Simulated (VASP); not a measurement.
# W: single point with PBEsol+D4

Crystal: W.

```
W
1.0
    -1.57077    1.57077    1.57077
     1.57077   -1.57077    1.57077
     1.57077    1.57077   -1.57077
W
1
Direct
  0.00000 0.00000 0.00000
```

```json
{"Program": "VASP 6.6.1", "Task": "single point", "Functional": "PBEsol", "Dispersion": "D4", "Potentials or basis": "VASP PAW PBE potentials, release 64 (W_sv)", "Cutoff": "520 eV", "k mesh": "12 × 12 × 12", "Occupations": "fermi-dirac, width 0.05 eV", "Spin": "no spin polarisation"}
```

```json
{
 "Pressure": "0.7 GPa",
 "Band gap on the k mesh": "zero (band 7 reaches 16.94 eV, above the bottom of band 8 at 10.33 eV)",
 "Dispersion energy per atom": "-0.429 eV"
}
```

Levels at points of the mesh, in eV from the Fermi level:
| k point | band 5 | band 6 | band 7 | band 8 | band 9 | band 10 |
| --- | --- | --- | --- | --- | --- | --- |
| (0.00, 0.00, 0.00) | -9.71 | -1.21 | -1.21 | -1.21 | 2.36 | 2.36 |
| (0.50, 0.00, 0.00) | -6.37 | -3.62 | 0.84 | 2.27 | 3.27 | 6.44 |
| (0.50, 0.50, 0.50) | -5.97 | -5.97 | 5.41 | 5.41 | 5.41 | 8.50 |

Wall time 4.8 s on 1 thread of Intel(R) Xeon(R) 6975P-C (Granite Rapids), with other jobs on the host, peak memory 0.13 GiB.

Caveat: the PAW data sets were made with another functional, which shifts forces and pressure a little; spin-orbit coupling is left out, which moves the levels of the heavy elements; pairwise dispersion overbinds metals, which lowers pressure and volume.
